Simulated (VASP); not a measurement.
# AlSi3C3N (P1) in VASP: a series of runs

The runs below take AlSi3C3N through single point, with PBEsol, PBEsol+D3(BJ).

Everything below comes from runs of VASP 6.6.1. Logs are shortened: lines on timing, memory, paths and dates and some standing lists are left out, and cuts for length are marked.

## 1. The cell of the first run

The typed cell holds 32 atoms: a = 6.171 Å, b = 10.688 Å, c = 5.032 Å, α = 90.00°, β = 90.00°, γ = 90.00°.

## 2. Single point, PBEsol

INCAR

```
ALGO     = Normal         # electronic algorithm
EDIFF    = 1E-6           # SCF threshold, eV
ENCUT    = 520            # plane-wave cutoff, eV
GGA      = PS             # functional
ISIF     = 2              # what is computed and relaxed
ISMEAR   = 0              # smearing method
LASPH    = T              # aspherical terms in the spheres
LCHARG   = F              # write CHGCAR
LREAL    = Auto         
LWAVE    = F              # write WAVECAR
NBANDS   = 86             # bands
NELM     = 80             # most SCF steps
PREC     = Accurate       # precision mode
SIGMA    = 0.05           # smearing width, eV
```

KPOINTS

```
Automatic mesh
0
Gamma
  2 2 2
  0.5 0.5 0.5
```

POSCAR

```
AlSi3C3N
1.0
    6.1709340000      0.0000000000      0.0000000000
    0.0000000000     10.6883710000      0.0000000000
    0.0000000000      0.0000000000      5.0315600000
Si Al C N
12 4 12 4
Direct
    0.2518490000      0.0843240000      0.4943150000
    0.9953560000      0.3335400000      0.4984740000
    0.7486230000      0.0815950000      0.5019590000
    0.2458000000      0.5808650000      0.4962690000
    0.9975360000      0.8332130000      0.4937190000
    0.7451640000      0.5836910000      0.4940920000
    0.5002170000      0.8319310000      0.5019340000
    0.5000610000      0.1669640000      0.9990740000
    0.9961170000      0.6682440000      0.9998860000
    0.7483080000      0.4184190000      0.0007890000
    0.5019370000      0.6642910000      0.9951150000
    0.2507250000      0.9183120000      0.9994400000
    0.4969240000      0.3328030000      0.4935040000
    0.0003480000      0.1672000000      0.0006690000
    0.2423260000      0.4173300000      0.9961140000
    0.7535000000      0.9154550000      0.9969240000
    0.0048850000      0.1673680000      0.3777360000
    0.0030390000      0.6669670000      0.3711010000
    0.5010850000      0.6669210000      0.3715580000
    0.2491950000      0.9187370000      0.3718670000
    0.7448550000      0.9153990000      0.3777920000
    0.2533570000      0.0820060000      0.8782240000
    0.7513110000      0.0811220000      0.8802630000
    0.4993250000      0.3363610000      0.8769060000
    0.2529420000      0.5816570000      0.8747170000
    0.9969660000      0.8329470000      0.8765560000
    0.7475640000      0.5882370000      0.8788290000
    0.4972970000      0.8365960000      0.8809190000
    0.5021320000      0.1644480000      0.3797570000
    0.2465830000      0.4167290000      0.3718210000
    0.7447070000      0.4181940000      0.3810160000
    0.0021080000      0.3339980000      0.8788650000
```

Potentials or basis: VASP PAW PBE potentials, release 64 (Si, Al, C, N).

Command:

```
$ cat potpaw_PBE.64/Si/POTCAR potpaw_PBE.64/Al/POTCAR potpaw_PBE.64/C/POTCAR potpaw_PBE.64/N/POTCAR > POTCAR
$ mpirun -np 1 vasp_std > vasp.out
```

OUTCAR:

```text
EDIFF = 1E-6
   ENCUT = 520
   GGA = PS
   ISIF = 2
   ISMEAR = 0
   LASPH = T
   LREAL = Auto
   NELM = 80
   PREC = Accurate

 ion  position               nearest neighbor table
   1  0.252  0.084  0.494-  29 1.86  17 1.86  20 1.87  22 1.93   8 3.06  13 3.06  12 3.06  14 3.06
                             3 3.07   8 3.09   2 3.10  12 3.10   7 3.10   3 3.11   5 3.11  14 3.11
   2  0.995  0.334  0.498-  17 1.88  31 1.89  30 1.90  32 1.91   4 3.06  15 3.07  10 3.07  14 3.07
                            13 3.08  15 3.08   6 3.09  10 3.09  14 3.09   3 3.09  13 3.10   1 3.10
   3  0.749  0.082  0.502-  29 1.86  21 1.88  23 1.90  17 1.93  16 3.06   1 3.07   5 3.07   8 3.07
                             7 3.08  14 3.09   2 3.09   8 3.10  16 3.10  14 3.10  13 3.10   1 3.11
   4  0.246  0.581  0.496-  30 1.86  18 1.87  25 1.90  19 1.93   2 3.06  15 3.06  15 3.06  13 3.07
                             9 3.08   6 3.08   6 3.09  11 3.10   5 3.10  11 3.11   7 3.11   9 3.11
   5  0.998  0.833  0.494-  18 1.88  21 1.88  20 1.90  26 1.93   9 3.05  16 3.05   3 3.07   7 3.07
                            16 3.07  12 3.07   6 3.09   9 3.10   4 3.10   7 3.10   1 3.11  12 3.12
   6  0.745  0.584  0.494-  19 1.85  31 1.86  18 1.93  27 1.94  10 3.05  11 3.05   7 3.05  11 3.06
                             9 3.07   4 3.08   2 3.09  13 3.09   5 3.09   4 3.09  10 3.10   9 3.11
   7  0.500  0.832  0.502-  21 1.86  19 1.88  28 1.91  20 1.92   6 3.05  11 3.06   5 3.07  16 3.07
                             3 3.08  12 3.08  12 3.10   5 3.10   1 3.10   4 3.11  16 3.11  11 3.12
   8  0.500  0.167  0.999-  22 1.87  23 1.90  24 1.91  29 1.92  13 3.05   1 3.06  12 3.07   3 3.07
                            14 3.08  14 3.09  10 3.09   1 3.09   3 3.10  13 3.10  16 3.11  15 3.11
   9  0.996  0.668  1.000-  27 1.86  26 1.87  18 1.87  25 1.94  16 3.04   5 3.05  11 3.05   6 3.07
[... 17 lines left out ...]
  19  0.501  0.667  0.372-   6 1.85   7 1.88  11 1.89   4 1.93
  20  0.249  0.919  0.372-  12 1.87   1 1.87   5 1.90   7 1.92
  21  0.745  0.915  0.378-   7 1.86   5 1.88   3 1.88  16 1.92
  22  0.253  0.082  0.878-  12 1.85   8 1.87  14 1.91   1 1.93
[... 8 lines left out ...]
  31  0.745  0.418  0.381-   6 1.86  13 1.87   2 1.89  10 1.91
  32  0.002  0.334  0.879-  15 1.83  14 1.89  10 1.91   2 1.91

  LATTYP: Found a simple orthorhombic cell.
 ALAT       =     5.0315600000
 B/A-ratio  =     1.2264454762
 C/A-ratio  =     2.1242658341

  Lattice vectors:

 A1 = (   0.0000000000,   0.0000000000,   5.0315600000)
 A2 = (   6.1709340000,   0.0000000000,   0.0000000000)
 A3 = (   0.0000000000,  10.6883710000,   0.0000000000)

Analysis of symmetry for initial positions (statically):
=====================================================================
 Subroutine PRICEL returns:
 Original cell was already a primitive cell.

 Routine SETGRP: Setting up the symmetry group for a
 simple orthorhombic supercell.

[... 169 lines left out ...]
   NUPDOWN=      -1.0000    fix difference up-down
   EMIN   =  10.00;   EMAX   =-10.00  energy-range for DOS
   EFERMI =   0.00;   METHOD = LEGACY
   ISMEAR =     0;   SIGMA  =   0.05  broadening in eV -4-tet -1-fermi 0-gaus
   EFERMI_NEDOS =   21; number of points for ismear=-14 and -15
   IALGO  =     38    algorithm
   IMIX   =      4    mixing-type and parameters
     AMIX     =   0.40;   BMIX     =  1.00
     AMIX_MAG =   1.60;   BMIX_MAG =  1.00
  volume/ion in A,a.u.               =      10.37        69.99
  Fermi-wavevector in a.u.,A,eV,Ry     =   1.191671  2.251932 19.321366  1.420080
  Thomas-Fermi vector in A             =   2.327727
   LORBIT       =      0    0 simple, 1 ext, 2 COOP (PROOUT), +10 PAW based schemes
   GGA     = PS    functional components
   LHFCALC =     F    Hartree Fock is set to
   AEXX    =    0.0000 exact exchange contribution
   IVDW    =     0    specifies the selected vdW correction
   LEPSILON=     F    determine dielectric tensor
   LRPA    =     F    only Hartree local field effects (RPA)
 non-spin polarized calculation
 Gauss-broadening in eV      SIGMA  =   0.05
  energy-cutoff  :      520.00
  volume of cell :      331.87
 maximum number of plane-waves:      8939
 NGX is ok and might be reduce to    48
   NGX = 23   NGY = 39   NGZ = 19

 number of electron     127.9999999 magnetization

 Free energy of the ion-electron system (eV)
  ---------------------------------------------------
  ext. energy  EPLUGINS =         0.00000000
  ---------------------------------------------------
  free energy    TOTEN  =      -247.47406407 eV

  energy without entropy =     -247.47406407  energy(sigma->0) =     -247.47406407

 E-fermi :   8.6095     XC(G=0): -11.4164

 val. band max:        8.3287072383   @ k =   0.2500  -0.2500  -0.2500
 cond. band min:      10.4833360349   @ k =  -0.2500  -0.2500   0.2500
 fundamental gap:      2.1546287966
 Fermi energy:         8.6094941654

 k-point     1 :       0.2500    0.2500    0.2500
  band No.  band energies     occupation
      1      -9.7595      2.00000
      2      -8.6480      2.00000
      3      -8.3348      2.00000
      4      -8.0138      2.00000
      5      -6.1857      2.00000
      6      -5.2324      2.00000
[... 305 lines left out ...]
     75      12.9483      0.00000
     76      13.0906      0.00000
 [bands above 76 left out]

------------------------ aborting loop because EDIFF is reached ----------------------------------------

  FORCE on cell =-STRESS in cart. coord.  units (eV):
  Direction    XX          YY          ZZ          XY          YZ          ZX
  --------------------------------------------------------------------------------------
  -------------------------------------------------------------------------------------
  Total        4.8389665      3.8790178      1.4855829     -0.9927359      0.5649645      0.3922089
  in kB       23.3613599     18.7269597      7.1720351     -4.7926890      2.7275119      1.8934898
  external PRESSURE =      16.4201182 kB  Pullay stress =       0.0000000 kB

 VOLUME and BASIS-vectors are now :
 -----------------------------------------------------------------------------
  energy-cutoff  :      520.00
  volume of cell :      331.87
      direct lattice vectors                 reciprocal lattice vectors
     6.170934000  0.000000000  0.000000000     0.162050024  0.000000000  0.000000000
     0.000000000 10.688371000  0.000000000     0.000000000  0.093559627  0.000000000
     0.000000000  0.000000000  5.031560000     0.000000000  0.000000000  0.198745518

 POSITION                                       TOTAL-FORCE (eV/Angst)
 -----------------------------------------------------------------------------------
      1.55414      0.90129      2.48718         0.076112     -0.991333      1.641871
      6.14228      3.56500      2.50810         0.908940     -0.889819      0.751154
      4.61970      0.87212      2.52564         0.450105     -1.155672      1.366764
      1.51682      6.20850      2.49701         0.654901      0.997984      0.996492
      6.15573      8.90569      2.48418        -0.237603      1.141884      1.480451
      4.59836      6.23871      2.48605         0.677680      1.467231      0.823521
[... 24 lines left out ...]
      4.59554      4.46981      1.91710         2.340830      0.167392     -1.007914
      0.01301      3.56989      4.42206        -2.476431      1.665973     -1.513066
 -----------------------------------------------------------------------------------
    total drift:                               -0.027843     -0.017346     -0.029994

  FREE ENERGIE OF THE ION-ELECTRON SYSTEM (eV)
  ---------------------------------------------------
  free  energy   TOTEN  =      -247.4740640686 eV

  energy  without entropy=     -247.4740640686  energy(sigma->0) =     -247.47406407
```

Run time: 4.2 min. Hardware: 1 thread of Intel Xeon 8259CL, shared host; peak memory 0.42 GiB.

What came out:

```
Free energy            : -247.4741 eV
Pressure               : 1.6 GPa
Largest force          : 3.724 eV/Å
Band gap on the k mesh : 2.15 eV (least direct gap 2.20 eV)
```

Forces in eV/Å, atoms in the order of the input:
```
Si   0.076 -0.991  1.642
Si   0.909 -0.890  0.751
Si   0.450 -1.156  1.367
Si   0.655  0.998  0.996
Si  -0.238  1.142  1.480
Si   0.678  1.467  0.824
Si  -0.092  1.239  1.002
Si   1.051 -1.150 -1.179
Si   1.655  1.217 -1.122
Si  -0.579 -0.149 -1.364
Si  -1.701  2.466 -0.224
Si  -0.353 -1.111 -0.768
Al  -0.572 -0.665  0.660
Al  -0.334 -0.909 -1.105
Al   0.911  0.146  0.010
Al  -0.736  0.214  0.231
C   -0.736  2.041  1.740
C   -0.848 -1.592  0.219
C   -0.461 -1.748 -0.020
C    0.109 -0.087  0.266
C    0.380  0.391  1.377
C    1.347  0.751 -0.999
C   -1.974  2.829 -1.403
C    1.785 -1.044  1.660
C   -1.010  1.306 -0.926
C    2.574 -1.454 -1.069
C    0.969 -2.557 -0.706
C   -1.370 -2.568 -1.084
N   -0.236 -0.051 -1.135
N   -2.174  0.084  1.398
N    2.341  0.167 -1.008
N   -2.476  1.666 -1.513
```

Stress tensor (GPa, compression positive):
```
 2.34 -0.48  0.19
-0.48  1.87  0.27
 0.19  0.27  0.72
```

Levels at points of the mesh, in eV from the valence-band top:
| k point | band 61 | band 62 | band 63 | band 64 | band 65 | band 66 | band 67 | band 68 |
| --- | --- | --- | --- | --- | --- | --- | --- | --- |
| (0.25, 0.25, 0.25) | -0.87 | -0.36 | -0.26 | -0.09 | 2.21 | 2.57 | 2.73 | 3.02 |

Caveat: the k points lie up to 0.62 Å⁻¹ apart; the PAW data sets were made with another functional, which shifts forces and pressure a little; a shifted mesh leaves out Γ, where band edges can lie. A k mesh can miss the band edges.

## 3. Single point, PBEsol+D3(BJ)

INCAR

```
SYSTEM = AlSi3C3N
PREC = Accurate ; ENCUT = 520
EDIFF = 1E-6 ; ISMEAR = -1
SIGMA = 0.05 ; LREAL = Auto
LASPH = .True. ; NELM = 100
ALGO = Normal ; ISIF = 2
LWAVE = .False. ; LCHARG = .False.
GGA = PS ; IVDW = 12
NELECT = 127.0 ; NBANDS = 86
```

KPOINTS is that of step 2.

POSCAR is that of step 2.

Potentials or basis: VASP PAW PBE potentials, release 64 (Si, Al, C, N).

Command:

```
$ cat potpaw_PBE.64/Si/POTCAR potpaw_PBE.64/Al/POTCAR potpaw_PBE.64/C/POTCAR potpaw_PBE.64/N/POTCAR > POTCAR
$ mpirun -np 1 vasp_std > vasp.out
```

It took 4.5 min on 1 thread of Intel Xeon 8259CL, shared host; peak memory 0.41 GiB.

It converged, with:

| Property | Result |
| --- | --- |
| Free energy | -263.2643 eV |
| Largest force | 3.547 eV/Å |
| Dispersion energy per atom | -0.238 eV |

Forces on the atoms (eV/Å):
```
Si   0.091 -0.809  1.461
Si   0.868 -0.615  0.692
Si   0.434 -0.707  0.880
Si   0.645  0.833  0.742
Si  -0.010  0.806  1.109
Si   0.704  1.257  0.758
Si  -0.205  0.964  0.561
Si   0.640 -0.768 -0.737
Si   1.371  0.614 -0.723
Si  -0.466 -0.174 -1.168
Si  -1.452  1.840  0.144
Si  -0.338 -0.476 -0.312
Al  -0.555 -0.506  0.549
Al  -0.013 -0.520 -0.878
Al   0.784 -0.092  0.253
Al  -0.556  0.368  0.661
C   -0.850  1.762  1.788
C   -0.841 -1.339  0.245
C   -0.483 -1.486  0.010
C    0.103 -0.178  0.297
C    0.299  0.270  1.457
C    1.404  0.447 -1.082
C   -2.102  2.376 -1.587
C    1.885 -1.129  1.549
C   -0.884  1.743 -1.041
C    2.710 -1.389 -1.381
C    0.933 -2.298 -0.776
C   -1.603 -2.338 -1.246
N   -0.127 -0.306 -1.097
N   -2.180  0.144  1.424
N    2.345  0.192 -1.014
N   -2.551  1.516 -1.540
```

Levels at points of the mesh, in eV from the Fermi level:
| k point | band 60 | band 61 | band 62 | band 63 | band 64 | band 65 | band 66 | band 67 | band 68 | band 69 |
| --- | --- | --- | --- | --- | --- | --- | --- | --- | --- | --- |
| (0.25, 0.25, 0.25) | -0.95 | -0.69 | -0.29 | -0.19 | -0.02 | 2.75 | 3.09 | 3.27 | 3.51 | 3.76 |

Caveat: the k points lie up to 0.62 Å⁻¹ apart, too coarse for converged energies and pressures of a metal; the cell carries a net charge on a neutralising background, which shifts energy and pressure; the cell is charged against a uniform background, so pressure and absolute levels hang on convention; the PAW data sets were made with another functional, which shifts forces and pressure a little.
